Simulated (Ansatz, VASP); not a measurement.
Two plane-wave programs on Sc3W

```
CELL_PARAMETERS angstrom
5.84864 0.00000 0.00000
-2.92432 5.06507 0.00000
0.00000 0.00000 4.65752
ATOMIC_POSITIONS crystal
Sc 0.16647 0.33294 0.25000
Sc 0.66706 0.83353 0.25000
Sc 0.16647 0.83353 0.25000
Sc 0.83353 0.66706 0.75000
Sc 0.33294 0.16647 0.75000
Sc 0.83353 0.16647 0.75000
W 0.33333 0.66667 0.75000
W 0.66667 0.33333 0.25000
```

Change from the starting cell: species swapped into the TcIr3 type (P6_3/mmc, No. 194).

Alike in both runs: task single point; functional PBE; k mesh 3 × 3 × 4; occupations gaussian, width 0.1 eV; no spin polarisation.

```csv
,VASP,Ansatz
version,VASP 6.6.1,Ansatz 0.2.0
potentials or method,"VASP PAW PBE potentials, release 64 (Sc_sv, W_sv), cutoff 520 eV","scalar-relativistic, plane waves, PAW"
valence electrons in the cell,94,94
```

|  | VASP | Ansatz | Ansatz less VASP |
| --- | --- | --- | --- |
| gap on the k mesh at the Fermi level (eV) | none | none | - |
| pressure (GPa) | 23.0 | 22.7 | -0.31 |
| traceless stress, the component that is largest in VASP (GPa) | 1.26 | 1.25 | -0.013 |
| rms of the force components (eV/Å) | 0.301 | 0.302 | +0.0011 |

Atom by atom the forces differ by 0.001 eV/Å (rms over components). A gap of «none» marks a metal or a gap that the smearing closes.

The k mesh is coarse, so the values compare programs but aren't converged. Spin-orbit coupling is off throughout.
